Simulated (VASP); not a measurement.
# Cd (P6/mmm) in VASP: a series of runs

The runs below take Cd through single point, with PBE.

Program: VASP 6.6.1. These are calculated values, not measurements. Logs are shortened: lines on timing, memory, paths and dates and some standing lists are left out, and cuts for length are marked.

### 1 The cell of the first run

It takes space group P6/mmm (No. 191, hexagonal). Conventional cell: a = 2.378 Å, b = 2.378 Å, c = 2.321 Å, α = 90.00°, β = 90.00°, γ = 120.00°. Within 3.1 Å of Cd (site symmetry 6/mmm) lie 8 Cd at 2.32 to 2.38 Å.

### 2 Single point, PBE

The input, INCAR:

```
ALGO     = Normal         # electronic algorithm
EDIFF    = 1E-6           # SCF threshold, eV
ENCUT    = 520            # plane-wave cutoff, eV
GGA      = PE             # functional
ISIF     = 2              # what is computed and relaxed
ISMEAR   = -1             # smearing method
LASPH    = T              # aspherical terms in the spheres
LCHARG   = F              # write CHGCAR
LREAL    = F              # projectors in reciprocal space
LWAVE    = F              # write WAVECAR
NBANDS   = 12             # bands
NELM     = 60             # most SCF steps
PREC     = Accurate       # precision mode
SIGMA    = 0.1            # smearing width, eV
```

The input, KPOINTS:

```
k-points
0
Gamma
  14 14 13
```

The input, POSCAR:

```
Cd
1.0
    2.3777440192      0.0000000000      0.0000000000
   -1.1888720096      2.0591867243      0.0000000000
    0.0000000000      0.0000000000      2.3207244168
Cd
1
Direct
    0.0000000000      0.0000000000      0.0000000000
```

Potentials or basis: VASP PAW PBE potentials, release 64 (Cd).

Command:

```sh
cat potpaw_PBE.64/Cd/POTCAR > POTCAR
mpirun -np 1 vasp_std > vasp.out
```

OUTCAR:

```text
EDIFF = 1E-6
   ENCUT = 520
   GGA = PE
   ISIF = 2
   ISMEAR = -1
   LASPH = T
   LREAL = F
   NELM = 60
   PREC = Accurate

 ion  position               nearest neighbor table
   1  0.000  0.000  0.000-

  LATTYP: Found a hexagonal cell.
 ALAT       =     2.3777440192
 C/A-ratio  =     0.9760194529

  Lattice vectors:

 A1 = (   2.3777440192,   0.0000000000,   0.0000000000)
 A2 = (  -1.1888720096,   2.0591867243,   0.0000000000)
 A3 = (   0.0000000000,   0.0000000000,   2.3207244168)

Analysis of symmetry for initial positions (statically):
=====================================================================
 Subroutine PRICEL returns:
 Original cell was already a primitive cell.

 Routine SETGRP: Setting up the symmetry group for a
 hexagonal supercell.

 Subroutine GETGRP returns: Found 24 space group operations
 (whereof 24 operations were pure point group operations)
 out of a pool of 24 trial point group operations.

The static configuration has the point symmetry D_6h.

Analysis of symmetry for dynamics (positions and initial velocities):
=====================================================================
 Subroutine PRICEL returns:
 Original cell was already a primitive cell.

 Routine SETGRP: Setting up the symmetry group for a
 hexagonal supercell.

 Subroutine GETGRP returns: Found 24 space group operations
 (whereof 24 operations were pure point group operations)
 out of a pool of 24 trial point group operations.

The dynamic configuration has the point symmetry D_6h.

 Subroutine INISYM returns: Found 24 space group operations
 (whereof 24 operations are pure point group operations),
 and found     1 'primitive' translations

----------------------------------------------------------------------------------------

                                     Primitive cell

  volume of cell :      11.3628

  direct lattice vectors                    reciprocal lattice vectors
     2.377744019  0.000000000  0.000000000     0.420566719  0.242814308  0.000000000
    -1.188872010  2.059186724  0.000000000     0.000000000  0.485628616  0.000000000
     0.000000000  0.000000000  2.320724417     0.000000000  0.000000000  0.430899935

  length of vectors
     2.377744019  2.377744019  2.320724417     0.485628616  0.485628616  0.430899935

  position of ions in fractional coordinates (direct lattice)
     0.000000000  0.000000000  0.000000000

[... 75 lines left out ...]
   EDIFF  = 0.1E-05   stopping-criterion for ELM
   LREAL  =      F    real-space projection
   EDIFFG = 0.1E-04   stopping-criterion for IOM
   NSW    =      0    number of steps for IOM
   IBRION =     -1    ionic relax: 0-MD 1-quasi-New 2-CG
   NFREE  =      0    steps in history (QN), initial steepest desc. (CG)
   ISIF   =      2    stress and relaxation
   ISYM   =      2    0-nonsym 1-usesym 2-fastsym
   POTIM  = 0.5000    time-step for ionic-motion
   TEBEG  =    0.0;   TEEND  =   0.0 temperature during run
   PSTRESS=    0.0 pullay stress
   NELECT =      12.0000    total number of electrons
   NUPDOWN=      -1.0000    fix difference up-down
   EMIN   =  10.00;   EMAX   =-10.00  energy-range for DOS
   EFERMI =   0.00;   METHOD = LEGACY
   ISMEAR =    -1;   SIGMA  =   0.10  broadening in eV -4-tet -1-fermi 0-gaus
   EFERMI_NEDOS =   21; number of points for ismear=-14 and -15
   IALGO  =     38    algorithm
   IMIX   =      4    mixing-type and parameters
     AMIX     =   0.40;   BMIX     =  1.00
     AMIX_MAG =   1.60;   BMIX_MAG =  1.00
  volume/ion in A,a.u.               =      11.36        76.68
  Fermi-wavevector in a.u.,A,eV,Ry     =   1.667147  3.150450 37.815729  2.779378
  Thomas-Fermi vector in A             =   2.753219
   LORBIT       =      0    0 simple, 1 ext, 2 COOP (PROOUT), +10 PAW based schemes
   GGA     = PE    functional components
   LHFCALC =     F    Hartree Fock is set to
   AEXX    =    0.0000 exact exchange contribution
   IVDW    =     0    specifies the selected vdW correction
   LEPSILON=     F    determine dielectric tensor
   LRPA    =     F    only Hartree local field effects (RPA)
 non-spin polarized calculation
  energy-cutoff  :      520.00
  volume of cell :       11.36
 maximum number of plane-waves:       320
 NGX is ok and might be reduce to    18

 number of electron      11.9999994 magnetization

 Free energy of the ion-electron system (eV)
  ---------------------------------------------------
  ext. energy  EPLUGINS =         0.00000000
  ---------------------------------------------------
  free energy    TOTEN  =         4.21202584 eV

  energy without entropy =        4.22051293  energy(sigma->0) =        4.21626938

 E-fermi :  10.8910     XC(G=0): -14.8560

 val. band max:       10.8863772474   @ k =   0.5000   0.0000   0.4615
 cond. band min:      10.8955563006   @ k =   0.5000   0.0000   0.0000
 fundamental gap:      0.0091790532
 Fermi energy:        10.8909932478

 k-point     1 :       0.0000    0.0000    0.0000
  band No.  band energies     occupation
      1      -5.7246      2.00000
      2      -5.2505      2.00000
      3      -2.8612      2.00000
      4      -2.8612      2.00000
      5       0.4230      2.00000
      6       0.4230      2.00000
      7      23.4900      0.00000
      8      26.0784      0.00000
      9      31.6085      0.00000
     10      32.8315      0.00000
     11      32.8315      0.00000
     12      36.6449      0.00000
[... 331 lines left out ...]
 k-point    24 :       0.3571    0.2857    0.0000
  band No.  band energies     occupation
      1      -3.9712      2.00000
      2      -3.4020      2.00000
      3      -2.4419      2.00000
      4      -1.2474      2.00000
      5      -0.9101      2.00000
      6       9.4807      2.00000
      7      11.2409      0.05865
      8      13.1588      0.00000
      9      32.0319      0.00000
     10      34.1453      0.00000
     11      37.7036      0.00000
     12      38.1338      0.00000

 [... further k-points ...]
[... 5 lines left out ...]
  --------------------------------------------------------------------------------------
  -------------------------------------------------------------------------------------
  Total       18.5818969     18.5818969     18.4858754      0.0000000      0.0000000     -0.0000000
  in kB     2620.0901162   2620.0901161   2606.5508641      0.0000000      0.0000000     -0.0000000
  external PRESSURE =    2615.5770321 kB  Pullay stress =       0.0000000 kB

 VOLUME and BASIS-vectors are now :
 -----------------------------------------------------------------------------
  energy-cutoff  :      520.00
  volume of cell :       11.36
      direct lattice vectors                 reciprocal lattice vectors
     2.377744019  0.000000000  0.000000000     0.420566719  0.242814308  0.000000000
    -1.188872010  2.059186724  0.000000000     0.000000000  0.485628616  0.000000000
     0.000000000  0.000000000  2.320724417     0.000000000  0.000000000  0.430899935

 POSITION                                       TOTAL-FORCE (eV/Angst)
 -----------------------------------------------------------------------------------
      0.00000      0.00000      0.00000        -0.000000      0.000000      0.000000
 -----------------------------------------------------------------------------------
    total drift:                                0.000000      0.000000      0.000000

  FREE ENERGIE OF THE ION-ELECTRON SYSTEM (eV)
  ---------------------------------------------------
  free  energy   TOTEN  =         4.2120258377 eV

  energy  without entropy=        4.2205129292  energy(sigma->0) =        4.21626938
```

OSZICAR:

```text
N       E                     dE             d eps       ncg     rms          rms(c)
DAV:   1     0.739949199833E+02    0.73995E+02   -0.76528E+03  4528   0.114E+03
DAV:   2     0.501104191249E+01   -0.68984E+02   -0.66472E+02  4468   0.263E+02
DAV:   3     0.402283039521E+01   -0.98821E+00   -0.98770E+00  4732   0.337E+01
DAV:   4     0.402164357391E+01   -0.11868E-02   -0.11868E-02  4572   0.114E+00
DAV:   5     0.402164180680E+01   -0.17671E-05   -0.17654E-05  4752   0.417E-02    0.228E+01
DAV:   6     0.415776230701E+01    0.13612E+00   -0.12275E-01  4552   0.523E+00    0.138E+01
DAV:   7     0.421024825404E+01    0.52486E-01   -0.50959E-02  4468   0.308E+00    0.103E+00
DAV:   8     0.421204698667E+01    0.17987E-02   -0.75180E-03  4340   0.138E+00    0.938E-02
DAV:   9     0.421203411080E+01   -0.12876E-04   -0.26015E-05  4624   0.514E-02    0.287E-02
DAV:  10     0.421202594832E+01   -0.81625E-05   -0.41672E-06  4600   0.204E-02    0.368E-03
DAV:  11     0.421202583770E+01   -0.11062E-06   -0.13855E-07  2500   0.435E-03
   1 F= 0.42120258E+01 E0= 0.42162694E+01  d E =-.848709E-02
```

stdout:

```text
POSCAR found type information on POSCAR Cd
 POSCAR found :  1 types and       1 ions
 scaLAPACK will be used
 LDA part: xc-table for (Slater+PW92), standard interpolation
 POSCAR, INCAR and KPOINTS ok, starting setup
 FFT: planning ... GRIDC
 FFT: planning ... GRID_SOFT
 FFT: planning ... GRID
 WAVECAR not read
 entering main loop
```

Wall time 6.9 s (1 thread of Intel Xeon 6975P-C (Granite Rapids), shared host); peak memory 0.13 GiB.

Results:

```
Free energy            : 4.2120 eV
Pressure               : 261.6 GPa
Band gap on the k mesh : zero (band 6 reaches 14.63 eV, above the bottom of band 7 at 8.48 eV)
```

### 3 Single point, PBE

The input, INCAR:

```
SYSTEM = Cd
ALGO = Normal
EDIFF = 1E-6
ENCUT = 520
GGA = PE
ISIF = 2
ISMEAR = -1
LASPH = .True.
LCHARG = .False.
LREAL = .False.
LWAVE = .False.
NBANDS = 12
NELM = 80
PREC = Accurate
SIGMA = 0.1
```

The input, KPOINTS:

```
k-points
0
Gamma
  14 14 13
  0 0 0
```

POSCAR is that of step 2.

Potentials or basis: VASP PAW PBE potentials, release 64 (Cd).

Command:

```sh
cat potpaw_PBE.64/Cd/POTCAR > POTCAR
mpirun -np 1 vasp_std > vasp.out
```

OUTCAR:

```text
SYSTEM = Cd
   EDIFF = 1E-6
   ENCUT = 520
   GGA = PE
   ISIF = 2
   ISMEAR = -1
   LASPH = .True.
   LREAL = .False.
   NELM = 80
   PREC = Accurate

 ion  position               nearest neighbor table
   1  0.000  0.000  0.000-

  LATTYP: Found a hexagonal cell.
 ALAT       =     2.3777440192
 C/A-ratio  =     0.9760194529

  Lattice vectors:

 A1 = (   2.3777440192,   0.0000000000,   0.0000000000)
 A2 = (  -1.1888720096,   2.0591867243,   0.0000000000)
 A3 = (   0.0000000000,   0.0000000000,   2.3207244168)

Analysis of symmetry for initial positions (statically):
=====================================================================
 Subroutine PRICEL returns:
 Original cell was already a primitive cell.

 Routine SETGRP: Setting up the symmetry group for a
 hexagonal supercell.

 Subroutine GETGRP returns: Found 24 space group operations
 (whereof 24 operations were pure point group operations)
 out of a pool of 24 trial point group operations.

The static configuration has the point symmetry D_6h.

Analysis of symmetry for dynamics (positions and initial velocities):
=====================================================================
 Subroutine PRICEL returns:
 Original cell was already a primitive cell.

 Routine SETGRP: Setting up the symmetry group for a
 hexagonal supercell.

 Subroutine GETGRP returns: Found 24 space group operations
 (whereof 24 operations were pure point group operations)
 out of a pool of 24 trial point group operations.

The dynamic configuration has the point symmetry D_6h.

 Subroutine INISYM returns: Found 24 space group operations
 (whereof 24 operations are pure point group operations),
 and found     1 'primitive' translations

----------------------------------------------------------------------------------------

                                     Primitive cell

[... 108 lines left out ...]
     AMIX_MAG =   1.60;   BMIX_MAG =  1.00
  volume/ion in A,a.u.               =      11.36        76.68
  Fermi-wavevector in a.u.,A,eV,Ry     =   1.667147  3.150450 37.815729  2.779378
  Thomas-Fermi vector in A             =   2.753219
   LORBIT       =      0    0 simple, 1 ext, 2 COOP (PROOUT), +10 PAW based schemes
   GGA     = PE    functional components
   LHFCALC =     F    Hartree Fock is set to
   AEXX    =    0.0000 exact exchange contribution
   IVDW    =     0    specifies the selected vdW correction
   LEPSILON=     F    determine dielectric tensor
   LRPA    =     F    only Hartree local field effects (RPA)
 non-spin polarized calculation
  energy-cutoff  :      520.00
  volume of cell :       11.36
 maximum number of plane-waves:       320
 NGX is ok and might be reduce to    18

 number of electron      11.9999994 magnetization

 Free energy of the ion-electron system (eV)
  ---------------------------------------------------
  ext. energy  EPLUGINS =         0.00000000
  ---------------------------------------------------
  free energy    TOTEN  =         4.21202584 eV

  energy without entropy =        4.22051293  energy(sigma->0) =        4.21626938

 E-fermi :  10.8910     XC(G=0): -14.8560

 val. band max:       10.8863772474   @ k =   0.5000   0.0000   0.4615
 cond. band min:      10.8955563006   @ k =   0.5000   0.0000   0.0000
 fundamental gap:      0.0091790532
 Fermi energy:        10.8909932478

 k-point     1 :       0.0000    0.0000    0.0000
  band No.  band energies     occupation
      1      -5.7246      2.00000
      2      -5.2505      2.00000
      3      -2.8612      2.00000
      4      -2.8612      2.00000
      5       0.4230      2.00000
      6       0.4230      2.00000
      7      23.4900      0.00000
      8      26.0784      0.00000
      9      31.6085      0.00000
     10      32.8315      0.00000
     11      32.8315      0.00000
     12      36.6449      0.00000
[... 331 lines left out ...]
 k-point    24 :       0.3571    0.2857    0.0000
  band No.  band energies     occupation
      1      -3.9712      2.00000
      2      -3.4020      2.00000
      3      -2.4419      2.00000
      4      -1.2474      2.00000
      5      -0.9101      2.00000
      6       9.4807      2.00000
      7      11.2409      0.05865
      8      13.1588      0.00000
      9      32.0319      0.00000
     10      34.1453      0.00000
     11      37.7036      0.00000
     12      38.1338      0.00000

 [... further k-points ...]
[... 5 lines left out ...]
  --------------------------------------------------------------------------------------
  -------------------------------------------------------------------------------------
  Total       18.5818969     18.5818969     18.4858754      0.0000000      0.0000000     -0.0000000
  in kB     2620.0901162   2620.0901161   2606.5508641      0.0000000      0.0000000     -0.0000000
  external PRESSURE =    2615.5770321 kB  Pullay stress =       0.0000000 kB

 VOLUME and BASIS-vectors are now :
 -----------------------------------------------------------------------------
  energy-cutoff  :      520.00
  volume of cell :       11.36
      direct lattice vectors                 reciprocal lattice vectors
     2.377744019  0.000000000  0.000000000     0.420566719  0.242814308  0.000000000
    -1.188872010  2.059186724  0.000000000     0.000000000  0.485628616  0.000000000
     0.000000000  0.000000000  2.320724417     0.000000000  0.000000000  0.430899935

 POSITION                                       TOTAL-FORCE (eV/Angst)
 -----------------------------------------------------------------------------------
      0.00000      0.00000      0.00000        -0.000000      0.000000      0.000000
 -----------------------------------------------------------------------------------
    total drift:                                0.000000      0.000000      0.000000

  FREE ENERGIE OF THE ION-ELECTRON SYSTEM (eV)
  ---------------------------------------------------
  free  energy   TOTEN  =         4.2120258377 eV

  energy  without entropy=        4.2205129292  energy(sigma->0) =        4.21626938
```

stdout:

```text
POSCAR found type information on POSCAR Cd
 POSCAR found :  1 types and       1 ions
 scaLAPACK will be used
 LDA part: xc-table for (Slater+PW92), standard interpolation
 POSCAR, INCAR and KPOINTS ok, starting setup
 FFT: planning ... GRIDC
 FFT: planning ... GRID_SOFT
 FFT: planning ... GRID
 WAVECAR not read
 entering main loop
```

Run time: 7.2 s. Hardware: 1 thread of Intel Xeon 6975P-C (Granite Rapids), shared host; peak memory 0.13 GiB.

What came out:

| Property | Result |
| --- | --- |
| Free energy | 4.2120 eV |
| Pressure | 261.6 GPa |
| Band gap on the k mesh | zero (band 6 reaches 14.63 eV, above the bottom of band 7 at 8.48 eV) |

Stress tensor (GPa, compression positive):
```
262.01   0.00   0.00
  0.00 262.01   0.00
  0.00   0.00 260.66
```

Levels at points of the mesh, in eV from the Fermi level:
```csv
k point,band 4,band 5,band 6,band 7,band 8,band 9
"(0.00, 0.00, 0.00)",-13.75,-10.47,-10.47,12.60,15.19,20.72
"(0.50, 0.00, 0.00)",-10.93,-9.95,-6.69,0.00,11.42,18.17
```

(Continued in part 2 of 2.)
